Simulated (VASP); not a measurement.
# PbS in VASP: further runs

PbS is run at these levels: PBE; tasks: single point.

All numbers are computed with VASP 6.6.1; they aren't measurements. Logs are shortened: lines on timing, memory, paths and dates and some standing lists are left out, and cuts for length are marked.

### 1 The cell of the first run

The cell holds a slab with vacuum, 4 atoms: a = 4.219 Å, b = 4.219 Å, c = 11.222 Å, α = 93.97°, β = 93.97°, γ = 89.98°.

### 2 Single point, PBE

File INCAR:

```
PREC = Accurate
ENCUT = 520
EDIFF = 1E-7
ISMEAR = -1
SIGMA = 0.05
LREAL = False
LASPH = True
NELM = 100
ALGO = Normal
ISIF = 2
LWAVE = False
LCHARG = True
GGA = PE
LELF = True
LVHAR = True
NBANDS = 28
```

File KPOINTS:

```
regular mesh
0
Gamma
  6 6 3
```

File POSCAR:

```
PbS
1.0
    2.9838607981     -2.9828938700      0.0000000000
    2.9838607981      2.9828938700      0.0000000000
   -1.0986781904      0.0000000000     11.1678408944
Pb S
2 2
Direct
    0.7736346200      0.7736346200      0.6277889900
    0.2263653800      0.2263653800      0.3722110100
    0.2704879500      0.2704879500      0.6102676200
    0.7295120500      0.7295120500      0.3897323800
```

Potentials or basis: VASP PAW PBE potentials, release 64 (Pb_d, S).

Command:

```sh
$ cat potpaw_PBE.64/Pb_d/POTCAR potpaw_PBE.64/S/POTCAR > POTCAR
$ mpirun -np 1 vasp_std > vasp.out
```

OUTCAR:

```text
PREC = Accurate
   ENCUT = 520
   EDIFF = 1E-7
   ISMEAR = -1
   LREAL = False
   LASPH = True
   NELM = 100
   ISIF = 2
   GGA = PE

 ion  position               nearest neighbor table
   1  0.774  0.774  0.628-   4 2.66   3 2.99   3 2.99   3 2.99   3 2.99   2 4.13   2 4.13   2 4.13
                             2 4.13
   2  0.226  0.226  0.372-   3 2.66   4 2.99   4 2.99   4 2.99   4 2.99   1 4.13   1 4.13   1 4.13
                             1 4.13
   3  0.270  0.270  0.610-   2 2.66   1 2.99   1 2.99   1 2.99   1 2.99
   4  0.730  0.730  0.390-   1 2.66   2 2.99   2 2.99   2 2.99   2 2.99

  LATTYP: Found a base centered monoclinic cell.
 ALAT       =     5.9677215962
 B/A-ratio  =     0.9996759473
 C/A-ratio  =     1.8804084392
 COS(beta)  =    -0.0979061014

  Lattice vectors:

 A1 = (   2.9838607981,  -2.9828938700,   0.0000000000)
 A2 = (   2.9838607981,   2.9828938700,   0.0000000000)
 A3 = (  -1.0986781904,   0.0000000000,  11.1678408944)

Analysis of symmetry for initial positions (statically):
=====================================================================
 Subroutine PRICEL returns:
 Original cell was already a primitive cell.

 Routine SETGRP: Setting up the symmetry group for a
 base centered monoclinic supercell.

 Subroutine GETGRP returns: Found  4 space group operations
 (whereof  4 operations were pure point group operations)
 out of a pool of  4 trial point group operations.

The static configuration has the point symmetry C_2h.

Analysis of symmetry for dynamics (positions and initial velocities):
=====================================================================
 Subroutine PRICEL returns:
 Original cell was already a primitive cell.

 Routine SETGRP: Setting up the symmetry group for a
 base centered monoclinic supercell.

 Subroutine GETGRP returns: Found  4 space group operations
 (whereof  4 operations were pure point group operations)
 out of a pool of  4 trial point group operations.

The dynamic configuration has the point symmetry C_2h.

 Subroutine INISYM returns: Found  4 space group operations
 (whereof  4 operations are pure point group operations),
 and found     1 'primitive' translations

----------------------------------------------------------------------------------------

                                     Primitive cell

  volume of cell :     198.7996

  direct lattice vectors                    reciprocal lattice vectors
     2.983860798 -2.982893870  0.000000000     0.167568139 -0.167622457  0.016485143
     2.983860798  2.982893870  0.000000000     0.167568139  0.167622457  0.016485143
    -1.098678190  0.000000000 11.167840894     0.000000000  0.000000000  0.089542823

  length of vectors
     4.219132743  4.219132743 11.221754052     0.237588150  0.237588150  0.089542823

  position of ions in fractional coordinates (direct lattice)
     0.773634620  0.773634620  0.627788990
     0.226365380  0.226365380  0.372211010
     0.270487950  0.270487950  0.610267620
     0.729512050  0.729512050  0.389732380

  ion indices of the primitive-cell ions
   primitive index   ion index
                 1           1
                 2           2
                 3           3
                 4           4

----------------------------------------------------------------------------------------

 KPOINTS: regular mesh

Automatic generation of k-mesh.
 Grid dimensions read from file:
 generate k-points for:    6    6    3

 Generating k-lattice:

  Cartesian coordinates                     Fractional coordinates (reciprocal lattice)
     0.027928023 -0.027937076  0.002747524     0.166666667  0.000000000 -0.000000000
     0.027928023  0.027937076  0.002747524     0.000000000  0.166666667 -0.000000000
     0.000000000  0.000000000  0.029847608     0.000000000  0.000000000  0.333333333

  Length of vectors
     0.039598025  0.039598025  0.029847608

  Shift w.r.t. Gamma in fractional coordinates (k-lattice)
     0.000000000  0.000000000  0.000000000

 Subroutine IBZKPT returns following result:
 ===========================================

 Found     34 irreducible k-points:

 Following reciprocal coordinates:
            Coordinates               Weight
  0.000000  0.000000  0.000000      1.000000
  0.166667  0.000000 -0.000000      4.000000
  0.333333 -0.000000 -0.000000      4.000000
  0.500000 -0.000000 -0.000000      2.000000
  0.166667  0.166667 -0.000000      2.000000
  0.333333  0.166667 -0.000000      4.000000
[... 16 lines left out ...]
 -0.333333  0.166667  0.333333      4.000000
 -0.166667  0.166667  0.333333      4.000000
 [... further k-points ...]
   k-points           NKPTS =     34   k-points in BZ     NKDIM =     34   number of bands    NBANDS=     28
   number of dos      NEDOS =    301   number of ions     NIONS =      4
   total plane-waves  NPLWV =  86016
   dimension x,y,z NGX =    32 NGY =   32 NGZ =   84
   dimension x,y,z NGXF=    64 NGYF=   64 NGZF=  168
   ions per type =               2   2
   NGX,Y,Z   is equivalent  to a cutoff of  12.61, 12.61, 12.44 a.u.
   NGXF,Y,Z  is equivalent  to a cutoff of  25.22, 25.22, 24.89 a.u.
 SYSTEM =  unknown system
   PREC   = accura    normal or accurate (medium, high low for compatibility)
   ISTART =      0    job   : 0-new  1-cont  2-samecut
   ICHARG =      2    charge: 1-file 2-atom 10-const
   ISPIN  =      1    spin polarized calculation?
   LNONCOLLINEAR =      F non collinear calculations
   LSORBIT =      F    spin-orbit coupling
   LASPH  =      T    aspherical Exc in radial PAW
   ENCUT  =  520.0 eV  38.22 Ry    6.18 a.u.   7.84  7.84 20.87*2*pi/ulx,y,z
   NELM   =    100;   NELMIN=  2; NELMDL= -5     # of ELM steps
   EDIFF  = 0.1E-06   stopping-criterion for ELM
   LREAL  =      F    real-space projection
   EDIFFG = 0.1E-05   stopping-criterion for IOM
   NSW    =      0    number of steps for IOM
   IBRION =     -1    ionic relax: 0-MD 1-quasi-New 2-CG
   NFREE  =      0    steps in history (QN), initial steepest desc. (CG)
   ISIF   =      2    stress and relaxation
   ISYM   =      2    0-nonsym 1-usesym 2-fastsym
   POTIM  = 0.5000    time-step for ionic-motion
   TEBEG  =    0.0;   TEEND  =   0.0 temperature during run
   PSTRESS=    0.0 pullay stress
   NELECT =      40.0000    total number of electrons
   NUPDOWN=      -1.0000    fix difference up-down
   EMIN   =  10.00;   EMAX   =-10.00  energy-range for DOS
   EFERMI =   0.00;   METHOD = LEGACY
   ISMEAR =    -1;   SIGMA  =   0.05  broadening in eV -4-tet -1-fermi 0-gaus
   EFERMI_NEDOS =   21; number of points for ismear=-14 and -15
   IALGO  =     38    algorithm
   IMIX   =      4    mixing-type and parameters
     AMIX     =   0.40;   BMIX     =  1.00
     AMIX_MAG =   1.60;   BMIX_MAG =  1.00
  volume/ion in A,a.u.               =      49.70       335.39
  Fermi-wavevector in a.u.,A,eV,Ry     =   0.959304  1.812822 12.520957  0.920264
  Thomas-Fermi vector in A             =   2.088488
   LORBIT       =      0    0 simple, 1 ext, 2 COOP (PROOUT), +10 PAW based schemes
   GGA     = PE    functional components
   LHFCALC =     F    Hartree Fock is set to
   AEXX    =    0.0000 exact exchange contribution
   IVDW    =     0    specifies the selected vdW correction
   LEPSILON=     F    determine dielectric tensor
   LRPA    =     F    only Hartree local field effects (RPA)
 non-spin polarized calculation
  energy-cutoff  :      520.00
  volume of cell :      198.80
 maximum number of plane-waves:      5371
   NGX = 15   NGY = 15   NGZ = 41

 number of electron      39.9999993 magnetization

 Free energy of the ion-electron system (eV)
  ---------------------------------------------------
  ext. energy  EPLUGINS =         0.00000000
  ---------------------------------------------------
  free energy    TOTEN  =       -17.29523689 eV

  energy without entropy =      -17.29523689  energy(sigma->0) =      -17.29523689

 E-fermi :   1.4222     XC(G=0):  -5.9560

 val. band max:        0.3756375525   @ k =   0.3333  -0.0000   0.3333
 cond. band min:       2.3998451005   @ k =   0.0000   0.0000   0.3333
 fundamental gap:      2.0242075481
 Fermi energy:         1.4222349627

 k-point     1 :       0.0000    0.0000    0.0000
  band No.  band energies     occupation
      1     -15.7575      2.00000
      2     -15.6567      2.00000
      3     -15.6400      2.00000
      4     -15.6320      2.00000
      5     -15.6155      2.00000
      6     -15.6075      2.00000
[... 20 lines left out ...]
     27       6.8929      0.00000
     28       6.9001      0.00000

 k-point     2 :       0.1667    0.0000   -0.0000
  band No.  band energies     occupation
      1     -15.7421      2.00000
      2     -15.6480      2.00000
      3     -15.6380      2.00000
      4     -15.6284      2.00000
      5     -15.6226      2.00000
      6     -15.6157      2.00000
[... 20 lines left out ...]
     27       6.2922      0.00000
     28       6.8460      0.00000

 k-point     3 :       0.3333   -0.0000   -0.0000
  band No.  band energies     occupation
      1     -15.7074      2.00000
      2     -15.6493      2.00000
      3     -15.6354      2.00000
      4     -15.6312      2.00000
      5     -15.6306      2.00000
      6     -15.6166      2.00000
[... 20 lines left out ...]
     27       5.8020      0.00000
     28       7.2508      0.00000

 k-point     4 :       0.5000   -0.0000   -0.0000
  band No.  band energies     occupation
      1     -15.6732      2.00000
      2     -15.6732      2.00000
      3     -15.6403      2.00000
      4     -15.6402      2.00000
      5     -15.6192      2.00000
      6     -15.6191      2.00000
[... 578 lines left out ...]
     27       6.5558      0.00000
     28       6.9406      0.00000

 k-point    23 :      -0.3333    0.1667    0.3333
  band No.  band energies     occupation
      1     -15.7128      2.00000
      2     -15.6680      2.00000
      3     -15.6298      2.00000
      4     -15.6296      2.00000
      5     -15.6249      2.00000
      6     -15.6123      2.00000
[... 20 lines left out ...]
     27       6.1120      0.00000
     28       7.1520      0.00000

 k-point    24 :      -0.1667    0.1667    0.3333
  band No.  band energies     occupation
      1     -15.7323      2.00000
      2     -15.6422      2.00000
      3     -15.6397      2.00000
      4     -15.6260      2.00000
      5     -15.6249      2.00000
      6     -15.6188      2.00000
[... 20 lines left out ...]
     27       5.9242      0.00000
     28       7.2094      0.00000

 [... further k-points ...]

------------------------ aborting loop because EDIFF is reached ----------------------------------------

  FORCE on cell =-STRESS in cart. coord.  units (eV):
  Direction    XX          YY          ZZ          XY          YZ          ZX
  --------------------------------------------------------------------------------------
  -------------------------------------------------------------------------------------
  Total        0.5059037      0.5305028      0.7630371      0.0000000      0.0000000     -0.0064960
  in kB        4.0772081      4.2754582      6.1495117      0.0000000      0.0000000     -0.0523531
  external PRESSURE =       4.8340593 kB  Pullay stress =       0.0000000 kB

 VOLUME and BASIS-vectors are now :
 -----------------------------------------------------------------------------
  energy-cutoff  :      520.00
  volume of cell :      198.80
      direct lattice vectors                 reciprocal lattice vectors
     2.983860798 -2.982893870  0.000000000     0.167568139 -0.167622457  0.016485143
     2.983860798  2.982893870  0.000000000     0.167568139  0.167622457  0.016485143
    -1.098678190  0.000000000 11.167840894     0.000000000  0.000000000  0.089542823

 POSITION                                       TOTAL-FORCE (eV/Angst)
 -----------------------------------------------------------------------------------
      3.92710      0.00000      7.01105        -0.000184      0.000000      0.121235
      0.94195      0.00000      4.15679         0.000184      0.000000     -0.121235
      0.94371      0.00000      6.81537        -0.002801      0.000000      0.188476
      3.92533      0.00000      4.35247         0.002801      0.000000     -0.188476
 -----------------------------------------------------------------------------------
    total drift:                                0.000000      0.000000      0.000000

  FREE ENERGIE OF THE ION-ELECTRON SYSTEM (eV)
  ---------------------------------------------------
  free  energy   TOTEN  =       -17.2952368896 eV

  energy  without entropy=      -17.2952368890  energy(sigma->0) =      -17.29523689
```

It took 2 min on 1 thread of AMD EPYC 9R45 (Zen 5), shared host; peak memory 0.32 GiB.

What came out:

```
Free energy            : -17.2952 eV
Largest force          : 0.188 eV/Å
Band gap on the k mesh : 2.02 eV (least direct gap 2.10 eV)
```

Forces in eV/Å, atoms in the order of the input:
```
Pb   0.000  0.000  0.121
Pb   0.000  0.000 -0.121
S   -0.003  0.000  0.188
S    0.003  0.000 -0.188
```

Levels at points of the mesh, in eV from the valence-band top:
| k point | band 16 | band 17 | band 18 | band 19 | band 20 | band 21 | band 22 | band 23 | band 24 | band 25 |
| --- | --- | --- | --- | --- | --- | --- | --- | --- | --- | --- |
| (0.00, 0.00, 0.00) | -2.39 | -2.39 | -1.25 | -1.25 | -0.07 | 2.19 | 3.71 | 5.04 | 5.40 | 5.40 |
| (0.50, 0.00, 0.00) | -1.69 | -0.94 | -0.94 | -0.08 | -0.08 | 2.14 | 2.14 | 3.17 | 3.17 | 3.67 |
| (0.50, 0.50, 0.00) | -4.04 | -2.60 | -2.60 | -1.31 | -1.31 | 4.31 | 4.33 | 5.18 | 5.19 | 5.56 |

Caveat: spin-orbit coupling is left out, which moves the levels of the heavy elements.

### 3 Single point, PBE

This run uses another cell than the first one.

File INCAR:

```
SYSTEM = PbS
PREC = Accurate ; ENCUT = 520
EDIFF = 1E-6 ; ISMEAR = -1
SIGMA = 0.05 ; LREAL = .False.
LASPH = .True. ; NELM = 100
ALGO = Normal ; ISIF = 2
LWAVE = .False. ; LCHARG = .False.
GGA = PE ; NBANDS = 28
```

File KPOINTS:

```
Automatic mesh
0
Gamma
  6 6 3
  0 0 0
```

File POSCAR:

```
PbS
1.0
    3.0036220415     -3.0026487097      0.0000000000
    3.0036220415      3.0026487097      0.0000000000
   -1.1059544170      0.0000000000     11.2418022611
Pb S
2 2
Direct
    0.7736346200      0.7736346200      0.6277889900
    0.2263653800      0.2263653800      0.3722110100
    0.2704879500      0.2704879500      0.6102676200
    0.7295120500      0.7295120500      0.3897323800
```

Potentials or basis: VASP PAW PBE potentials, release 64 (Pb_d, S).

Command:

```sh
$ cat potpaw_PBE.64/Pb_d/POTCAR potpaw_PBE.64/S/POTCAR > POTCAR
$ mpirun -np 1 vasp_std > vasp.out
```

Wall time 1.8 min (1 thread of AMD EPYC 9R45 (Zen 5), shared host); peak memory 0.34 GiB.

The run converged. Its results:

| Item | Value |
| --- | --- |
| Free energy | -17.3012 eV |
| Largest force | 0.100 eV/Å |
| Band gap on the k mesh | 2.05 eV (least direct gap 2.11 eV) |

Forces in eV/Å, atoms in the order of the input:
```
Pb   0.000  0.000 -0.025
Pb   0.000  0.000  0.025
S   -0.003  0.000  0.100
S    0.003  0.000 -0.100
```

Levels at points of the mesh, in eV from the valence-band top:
```csv
k point,band 17,band 18,band 19,band 20,band 21,band 22,band 23,band 24
"(0.00, 0.00, 0.00)",-2.29,-1.18,-1.18,-0.06,2.21,3.74,5.10,5.33
"(0.50, 0.00, 0.00)",-0.88,-0.88,-0.08,-0.08,2.12,2.13,3.16,3.17
"(0.50, 0.50, 0.00)",-2.50,-2.50,-1.26,-1.26,4.27,4.29,5.13,5.14
```

Caveat: spin-orbit coupling is left out, which moves the levels of the heavy elements.
